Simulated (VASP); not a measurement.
Runs of VASP 6.6.1 on Cu. The structure is that of space group P6_3/mmc (No. 194), or close to it. The cells are those of the table. 

| cell | gap on the mesh (eV) | pressure (GPa) |
| --- | --- | --- |
| a = 2.511, b = 2.511, c = 4.076 Å, angles 90.0, 90.0, 120.0°, 2 atoms | none | 3.9 |
| a = 2.465, b = 2.465, c = 4.000 Å, angles 90.0, 90.0, 120.0°, 2 atoms | none | (b) |
| a = 2.578, b = 2.578, c = 4.184 Å, angles 90.0, 90.0, 120.0°, 2 atoms | none | -7.9 |
| a = 2.600, b = 2.600, c = 4.219 Å, angles 90.0, 90.0, 120.0°, 2 atoms | none | (a) |
| a = 2.534, b = 2.534, c = 4.113 Å, angles 90.0, 90.0, 120.0°, 2 atoms | none | -0.6 |

Alike in all rows: task single point; level PBEsol; potentials or basis VASP PAW PBE potentials, release 64 (Cu); no spin polarisation; k mesh 10 × 10 × 6; cutoff (eV) 520; smearing fermi-dirac 0.15 eV.

Problem. Estimate the missing entries.

Solution. (a) -10.7; (b) 15.7.

Caveats: the PAW data sets were made with another functional, which shifts forces and pressure a little.

A gap of «none» marks levels without a gap at the run's occupations.
